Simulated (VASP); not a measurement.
Runs of VASP 6.6.1 on Zr. The structure is that of space group Im-3m (No. 229), or close to it. The cells are those of the table. 

```tsv
task	level	potentials or basis	spin	cell	k mesh	gap on the mesh (eV)	pressure (GPa)	moment (μB)
single point	PBE	VASP PAW PBE potentials, release 64 (Zr_sv)	non-collinear, zero start, SOC	a = 3.102 Å, angles 109.5°, 1 atom	13 × 13 × 13, shifted	-	-0.5	0.00
electric field gradients	LDA	VASP PAW LDA potentials, release 64 (Zr_sv)	off	a = 3.102 Å, angles 109.5°, 1 atom	13 × 13 × 13	none	-7.3	-
electric field gradients	r2SCAN	VASP PAW PBE potentials, release 64 (Zr_sv)	off	a = 3.081 Å, angles 109.5°, 1 atom	13 × 13 × 13	none	1.7	-
electric field gradients	r2SCAN	VASP PAW PBE potentials, release 64 (Zr_sv)	off	a = 3.122 Å, angles 109.5°, 1 atom	13 × 13 × 13	none	(b)	-
electric field gradients	PBE	VASP PAW PBE potentials, release 64 (Zr_sv)	off	a = 3.102 Å, angles 109.5°, 1 atom	13 × 13 × 13	none	-0.6	-
electric field gradients	PBEsol	VASP PAW PBE potentials, release 64 (Zr_sv)	off	a = 3.102 Å, angles 109.5°, 1 atom	13 × 13 × 13	none	-4.4	-
electric field gradients	r2SCAN	VASP PAW PBE potentials, release 64 (Zr_sv)	off	a = 3.163 Å, angles 109.5°, 1 atom	13 × 13 × 13	none	(a)	-
electric field gradients	r2SCAN	VASP PAW PBE potentials, release 64 (Zr_sv)	off	a = 3.102 Å, angles 109.5°, 1 atom	13 × 13 × 13	none	-0.1	-
single point	PBE	VASP PAW PBE potentials, release 64 (Zr_sv)	non-collinear, zero start, SOC	a = 3.102 Å, angles 109.5°, 1 atom	13 × 13 × 13	-	-0.6	0.00
single point	PBEsol	VASP PAW PBE potentials, release 64 (Zr_sv)	off	a = 3.102 Å, angles 109.5°, 1 atom	13 × 13 × 13	none	-4.4	-
single point	LDA	VASP PAW LDA potentials, release 64 (Zr_sv)	off	a = 3.102 Å, angles 109.5°, 1 atom	13 × 13 × 13	none	-7.3	-
single point	PBE	VASP PAW PBE potentials, release 64 (Zr_sv)	off	a = 3.102 Å, angles 109.5°, 1 atom	13 × 13 × 13	none	-0.6	-
```

Alike in all rows: cutoff (eV) 520; smearing fermi-dirac 0.05 eV.

Problem. Estimate the missing entries.

Solution. (a) -4.8; (b) -1.8.

Caveats: the PAW data sets were made with another functional, which shifts forces and pressure a little (some runs).

A k mesh can miss the band edges, and rows without SOC leave out spin-orbit coupling on Zr.

A gap of «none» marks levels without a gap at the run's occupations.
